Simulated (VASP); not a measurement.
# Zn2S (Fm-3m) in VASP: notebook

The runs below take Zn2S through single point, relaxation of cell and atoms, with PBE.

Program: VASP 6.6.1. These are calculated values, not measurements. Logs are shortened: lines on timing, memory, paths and dates and some standing lists are left out, and cuts for length are marked.

## (1) The cell of the first run

The structure is cubic, space group Fm-3m (No. 225). Conventional cell: a = 6.029 Å, b = 6.029 Å, c = 6.029 Å, α = 90.00°, β = 90.00°, γ = 90.00°. Within 3.4 Å of Zn (site symmetry -43m) lie 4 S at 2.61 Å and 6 Zn at 3.01 Å. Within 3.4 Å of S (site symmetry m-3m) lie 8 Zn at 2.61 Å.

The cell was built from a structure type or drawn by symmetry, and may not be a known phase.

## (2) Single point, PBE

INCAR

```
SYSTEM = Zn2S
  ALGO = Normal
  EDIFF = 1E-6
  ENCUT = 520
  GGA = PE
  ISIF = 2
  ISMEAR = 0
  LASPH = .TRUE.
  LCHARG = .FALSE.
  LREAL = .FALSE.
  LWAVE = .FALSE.
  NBANDS = 22
  NELM = 100
  PREC = Accurate
  SIGMA = 0.1
```

KPOINTS

```
k-points
0
G
  6 6 6
  0 0 0
```

POSCAR

```
Zn2S
1.0
    0.0000000000      3.0143095500      3.0143095500
    3.0143095500      0.0000000000      3.0143095500
    3.0143095500      3.0143095500      0.0000000000
Zn S
2 1
Direct
    0.2500000000      0.2500000000      0.2500000000
    0.7500000000      0.7500000000      0.7500000000
    0.5000000000      0.5000000000      0.5000000000
```

Potentials or basis: VASP PAW PBE potentials, release 64 (Zn, S).

The run is started by

```
$ cat potpaw_PBE.64/Zn/POTCAR potpaw_PBE.64/S/POTCAR > POTCAR
$ mpirun -np 1 vasp_std > vasp.out
```

OUTCAR:

```text
SYSTEM = Zn2S
   EDIFF = 1E-6
   ENCUT = 520
   GGA = PE
   ISIF = 2
   ISMEAR = 0
   LASPH = .TRUE.
   LREAL = .FALSE.
   NELM = 100
   PREC = Accurate

 ion  position               nearest neighbor table
   1  0.250  0.250  0.250-   3 2.61   3 2.61   3 2.61   3 2.61   2 3.01   2 3.01   2 3.01   2 3.01
                             2 3.01   2 3.01
   2  0.750  0.750  0.750-   3 2.61   3 2.61   3 2.61   3 2.61   1 3.01   1 3.01   1 3.01   1 3.01
                             1 3.01   1 3.01
   3  0.500  0.500  0.500-   1 2.61   1 2.61   1 2.61   1 2.61   2 2.61   2 2.61   2 2.61   2 2.61

  LATTYP: Found a face centered cubic cell.
 ALAT       =     6.0286191000

  Lattice vectors:

 A1 = (   0.0000000000,   3.0143095500,   3.0143095500)
 A2 = (   3.0143095500,   0.0000000000,   3.0143095500)
 A3 = (   3.0143095500,   3.0143095500,   0.0000000000)

Analysis of symmetry for initial positions (statically):
=====================================================================
 Subroutine PRICEL returns:
 Original cell was already a primitive cell.

 Routine SETGRP: Setting up the symmetry group for a
 face centered cubic supercell.

 Subroutine GETGRP returns: Found 48 space group operations
 (whereof 48 operations were pure point group operations)
 out of a pool of 48 trial point group operations.

The static configuration has the point symmetry O_h .

Analysis of symmetry for dynamics (positions and initial velocities):
=====================================================================
 Subroutine PRICEL returns:
 Original cell was already a primitive cell.

 Routine SETGRP: Setting up the symmetry group for a
 face centered cubic supercell.

 Subroutine GETGRP returns: Found 48 space group operations
 (whereof 48 operations were pure point group operations)
 out of a pool of 48 trial point group operations.

The dynamic configuration has the point symmetry O_h .

 Subroutine INISYM returns: Found 48 space group operations
 (whereof 48 operations are pure point group operations),
 and found     1 'primitive' translations

----------------------------------------------------------------------------------------

                                     Primitive cell

  volume of cell :      54.7764

  direct lattice vectors                    reciprocal lattice vectors
     0.000000000  3.014309550  3.014309550    -0.165875466  0.165875466  0.165875466
     3.014309550  0.000000000  3.014309550     0.165875466 -0.165875466  0.165875466
     3.014309550  3.014309550  0.000000000     0.165875466  0.165875466 -0.165875466

  length of vectors
     4.262877447  4.262877447  4.262877447     0.287304734  0.287304734  0.287304734

  position of ions in fractional coordinates (direct lattice)
     0.250000000  0.250000000  0.250000000
     0.750000000  0.750000000  0.750000000
     0.500000000  0.500000000  0.500000000

  ion indices of the primitive-cell ions
   primitive index   ion index
                 1           1
                 2           2
                 3           3

----------------------------------------------------------------------------------------

 KPOINTS: k-points

Automatic generation of k-mesh.
 Grid dimensions read from file:
 generate k-points for:    6    6    6

 Generating k-lattice:

  Cartesian coordinates                     Fractional coordinates (reciprocal lattice)
    -0.027645911  0.027645911  0.027645911     0.166666667  0.000000000  0.000000000
     0.027645911 -0.027645911  0.027645911     0.000000000  0.166666667  0.000000000
     0.027645911  0.027645911 -0.027645911     0.000000000  0.000000000  0.166666667

  Length of vectors
     0.047884122  0.047884122  0.047884122

  Shift w.r.t. Gamma in fractional coordinates (k-lattice)
     0.000000000  0.000000000  0.000000000

 Subroutine IBZKPT returns following result:
 ===========================================

 Found     16 irreducible k-points:

 Following reciprocal coordinates:
            Coordinates               Weight
  0.000000  0.000000  0.000000      1.000000
  0.166667  0.000000  0.000000      8.000000
  0.333333  0.000000  0.000000      8.000000
  0.500000  0.000000  0.000000      4.000000
  0.166667  0.166667  0.000000      6.000000
  0.333333  0.166667  0.000000     24.000000
[... 8 lines left out ...]
 -0.333333  0.333333  0.166667     24.000000
 -0.333333  0.500000  0.166667     12.000000
   k-points           NKPTS =     16   k-points in BZ     NKDIM =     16   number of bands    NBANDS=     22
   number of dos      NEDOS =    301   number of ions     NIONS =      3
   total plane-waves  NPLWV =  32768
   dimension x,y,z NGX =    32 NGY =   32 NGZ =   32
   dimension x,y,z NGXF=    64 NGYF=   64 NGZF=   64
   ions per type =               2   1
   NGX,Y,Z   is equivalent  to a cutoff of  12.48, 12.48, 12.48 a.u.
   NGXF,Y,Z  is equivalent  to a cutoff of  24.96, 24.96, 24.96 a.u.
 SYSTEM =  Zn2S
   PREC   = accura    normal or accurate (medium, high low for compatibility)
   ISTART =      0    job   : 0-new  1-cont  2-samecut
   ICHARG =      2    charge: 1-file 2-atom 10-const
   ISPIN  =      1    spin polarized calculation?
   LNONCOLLINEAR =      F non collinear calculations
   LSORBIT =      F    spin-orbit coupling
   LASPH  =      T    aspherical Exc in radial PAW
   ENCUT  =  520.0 eV  38.22 Ry    6.18 a.u.   7.93  7.93  7.93*2*pi/ulx,y,z
   NELM   =    100;   NELMIN=  2; NELMDL= -5     # of ELM steps
   EDIFF  = 0.1E-05   stopping-criterion for ELM
   LREAL  =      F    real-space projection
   EDIFFG = 0.1E-04   stopping-criterion for IOM
   NSW    =      0    number of steps for IOM
   IBRION =     -1    ionic relax: 0-MD 1-quasi-New 2-CG
   NFREE  =      0    steps in history (QN), initial steepest desc. (CG)
   ISIF   =      2    stress and relaxation
   ISYM   =      2    0-nonsym 1-usesym 2-fastsym
   POTIM  = 0.5000    time-step for ionic-motion
   TEBEG  =    0.0;   TEEND  =   0.0 temperature during run
   PSTRESS=    0.0 pullay stress
   NELECT =      30.0000    total number of electrons
   NUPDOWN=      -1.0000    fix difference up-down
   EMIN   =  10.00;   EMAX   =-10.00  energy-range for DOS
   EFERMI =   0.00;   METHOD = LEGACY
   ISMEAR =     0;   SIGMA  =   0.10  broadening in eV -4-tet -1-fermi 0-gaus
   EFERMI_NEDOS =   21; number of points for ismear=-14 and -15
   IALGO  =     38    algorithm
   IMIX   =      4    mixing-type and parameters
     AMIX     =   0.40;   BMIX     =  1.00
     AMIX_MAG =   1.60;   BMIX_MAG =  1.00
  volume/ion in A,a.u.               =      18.26       123.22
  Fermi-wavevector in a.u.,A,eV,Ry     =   1.339422  2.531140 24.409547  1.794051
  Thomas-Fermi vector in A             =   2.467815
   LORBIT       =      0    0 simple, 1 ext, 2 COOP (PROOUT), +10 PAW based schemes
   GGA     = PE    functional components
   LHFCALC =     F    Hartree Fock is set to
   AEXX    =    0.0000 exact exchange contribution
   IVDW    =     0    specifies the selected vdW correction
   LEPSILON=     F    determine dielectric tensor
   LRPA    =     F    only Hartree local field effects (RPA)
 non-spin polarized calculation
 Gauss-broadening in eV      SIGMA  =   0.10
  energy-cutoff  :      520.00
  volume of cell :       54.78
 maximum number of plane-waves:      1492
   NGX = 15   NGY = 15   NGZ = 15

 number of electron      30.0000010 magnetization

 Free energy of the ion-electron system (eV)
  ---------------------------------------------------
  ext. energy  EPLUGINS =         0.00000000
  ---------------------------------------------------
  free energy    TOTEN  =        -5.77008915 eV

  energy without entropy =       -5.75500532  energy(sigma->0) =       -5.76254723

 E-fermi :   4.1676     XC(G=0): -10.3172

 val. band max:        4.1198330206   @ k =  -0.3333   0.3333   0.1667
 cond. band min:       4.1715763278   @ k =   0.5000   0.3333   0.1667
 fundamental gap:      0.0517433072
 Fermi energy:         4.1676228880

 k-point     1 :       0.0000    0.0000    0.0000
  band No.  band energies     occupation
      1     -11.0432      2.00000
      2      -4.1501      2.00000
      3      -4.1501      2.00000
      4      -4.1501      2.00000
      5      -3.8806      2.00000
      6      -3.8806      2.00000
[... 14 lines left out ...]
     21      11.5131      0.00000
     22      11.6773      0.00000

 k-point     2 :       0.1667    0.0000    0.0000
  band No.  band energies     occupation
      1     -10.9069      2.00000
      2      -4.1553      2.00000
      3      -4.1053      2.00000
      4      -4.1053      2.00000
      5      -3.8331      2.00000
      6      -3.8331      2.00000
[... 14 lines left out ...]
     21       9.9736      0.00000
     22      11.3090      0.00000

 k-point     3 :       0.3333    0.0000    0.0000
  band No.  band energies     occupation
      1     -10.6061      2.00000
      2      -4.0744      2.00000
      3      -3.9942      2.00000
      4      -3.9942      2.00000
      5      -3.7045      2.00000
      6      -3.7045      2.00000
[... 14 lines left out ...]
     21      10.1160      0.00000
     22      13.1803      0.00000

 k-point     4 :       0.5000    0.0000    0.0000
  band No.  band energies     occupation
      1     -10.4382      2.00000
      2      -3.9147      2.00000
      3      -3.9147      2.00000
      4      -3.8362      2.00000
      5      -3.5616      2.00000
      6      -3.5616      2.00000
[... 14 lines left out ...]
     21      11.6842      0.00000
     22      11.9723      0.00000

 k-point     5 :       0.1667    0.1667    0.0000
  band No.  band energies     occupation
      1     -10.8616      2.00000
      2      -4.2506      2.00000
      3      -4.0440      2.00000
      4      -4.0440      2.00000
      5      -3.8607      2.00000
      6      -3.7860      2.00000
[... 14 lines left out ...]
     21      11.8147      0.00000
     22      12.6176      0.00000

 k-point     6 :       0.3333    0.1667    0.0000
  band No.  band energies     occupation
      1     -10.6138      2.00000
      2      -4.2660      2.00000
      3      -3.9323      2.00000
      4      -3.9246      2.00000
      5      -3.7891      2.00000
      6      -3.6730      2.00000
[... 14 lines left out ...]
     21      11.5826      0.00000
     22      13.3345      0.00000

 k-point     7 :       0.5000    0.1667    0.0000
  band No.  band energies     occupation
      1     -10.3930      2.00000
      2      -4.0609      2.00000
      3      -3.8645      2.00000
      4      -3.8315      2.00000
      5      -3.6594      2.00000
      6      -3.5994      2.00000
[... 14 lines left out ...]
     21      11.6885      0.00000
     22      12.4635      0.00000

 k-point     8 :      -0.3333    0.1667    0.0000
  band No.  band energies     occupation
      1     -10.4490      2.00000
      2      -4.0249      2.00000
      3      -3.9472      2.00000
      4      -3.8788      2.00000
      5      -3.6449      2.00000
      6      -3.5742      2.00000
[... 14 lines left out ...]
     21      11.0062      0.00000
     22      13.1273      0.00000

 k-point     9 :      -0.1667    0.1667    0.0000
  band No.  band energies     occupation
      1     -10.7138      2.00000
      2      -4.1717      2.00000
      3      -4.0662      2.00000
      4      -3.9684      2.00000
      5      -3.7934      2.00000
      6      -3.7289      2.00000
[... 14 lines left out ...]
     21      10.5246      0.00000
     22      13.1740      0.00000

 k-point    10 :       0.3333    0.3333    0.0000
  band No.  band energies     occupation
      1     -10.4617      2.00000
      2      -4.4279      2.00000
      3      -3.8206      2.00000
      4      -3.7940      2.00000
      5      -3.7940      2.00000
      6      -3.6118      2.00000
[... 14 lines left out ...]
     21      13.7465      0.00000
     22      13.9656      0.00000

 k-point    11 :       0.5000    0.3333    0.0000
  band No.  band energies     occupation
      1     -10.2938      2.00000
      2      -4.3509      2.00000
      3      -3.7835      2.00000
      4      -3.7829      2.00000
      5      -3.7198      2.00000
      6      -3.6668      2.00000
[... 14 lines left out ...]
     21      12.4318      0.00000
     22      13.6174      0.00000

 k-point    12 :      -0.3333    0.3333    0.0000
  band No.  band energies     occupation
      1     -10.2892      2.00000
      2      -4.0388      2.00000
      3      -3.9012      2.00000
      4      -3.8244      2.00000
      5      -3.6699      2.00000
      6      -3.6638      2.00000
[... 14 lines left out ...]
     21      13.2606      0.00000
     22      14.3836      0.00000

 k-point    13 :       0.5000    0.5000    0.0000
  band No.  band energies     occupation
      1     -10.2392      2.00000
      2      -4.4973      2.00000
      3      -3.8005      2.00000
      4      -3.7322      2.00000
      5      -3.6756      2.00000
      6      -3.6756      2.00000
[... 14 lines left out ...]
     21      11.9684      0.00000
     22      13.3343      0.00000

 k-point    14 :       0.5000    0.3333    0.1667
  band No.  band energies     occupation
      1     -10.4019      2.00000
      2      -4.2237      2.00000
      3      -3.8532      2.00000
      4      -3.8275      2.00000
      5      -3.6966      2.00000
      6      -3.5929      2.00000
[... 14 lines left out ...]
     21      13.0548      0.00000
     22      13.2118      0.00000

 k-point    15 :      -0.3333    0.3333    0.1667
  band No.  band energies     occupation
      1     -10.2892      2.00000
      2      -3.9825      2.00000
      3      -3.9810      2.00000
      4      -3.8098      2.00000
      5      -3.6520      2.00000
      6      -3.6386      2.00000
[... 14 lines left out ...]
     21      12.6788      0.00000
     22      13.3143      0.00000

 k-point    16 :      -0.3333    0.5000    0.1667
  band No.  band energies     occupation
      1     -10.2370      2.00000
      2      -4.2349      2.00000
      3      -3.8568      2.00000
      4      -3.7753      2.00000
      5      -3.7324      2.00000
      6      -3.6368      2.00000
[... 14 lines left out ...]
     21      12.1694      0.00000
     22      13.5664      0.00000

------------------------ aborting loop because EDIFF is reached ----------------------------------------

  FORCE on cell =-STRESS in cart. coord.  units (eV):
  Direction    XX          YY          ZZ          XY          YZ          ZX
  --------------------------------------------------------------------------------------
  -------------------------------------------------------------------------------------
  Total        1.6025328      1.6025328      1.6025328      0.0000000      0.0000000      0.0000000
  in kB       46.8731319     46.8731319     46.8731319      0.0000000      0.0000000      0.0000000
  external PRESSURE =      46.8731319 kB  Pullay stress =       0.0000000 kB

 VOLUME and BASIS-vectors are now :
 -----------------------------------------------------------------------------
  energy-cutoff  :      520.00
  volume of cell :       54.78
      direct lattice vectors                 reciprocal lattice vectors
     0.000000000  3.014309550  3.014309550    -0.165875466  0.165875466  0.165875466
     3.014309550  0.000000000  3.014309550     0.165875466 -0.165875466  0.165875466
     3.014309550  3.014309550  0.000000000     0.165875466  0.165875466 -0.165875466

 POSITION                                       TOTAL-FORCE (eV/Angst)
 -----------------------------------------------------------------------------------
      1.50715      1.50715      1.50715        -0.000000     -0.000000     -0.000000
      4.52146      4.52146      4.52146         0.000000      0.000000      0.000000
      3.01431      3.01431      3.01431        -0.000000      0.000000     -0.000000
 -----------------------------------------------------------------------------------
    total drift:                               -0.000000      0.000000      0.000000

  FREE ENERGIE OF THE ION-ELECTRON SYSTEM (eV)
  ---------------------------------------------------
  free  energy   TOTEN  =        -5.7700891503 eV

  energy  without entropy=       -5.7550053169  energy(sigma->0) =       -5.76254723
```

It took 7.3 s on 1 thread of Intel Xeon 6975P-C (Granite Rapids), shared host; peak memory 0.17 GiB.

Results:

```yaml
Free_energy: -5.7701 eV
Pressure: 4.7 GPa
Band_gap_on_the_k_mesh: zero (bands 15 and 16 overlap by 0.69 eV)
```

Caveat: the cell stands under pressure; semilocal functionals underestimate gaps, so a narrow gap can read as zero.

(Continued in part 2 of 3.)
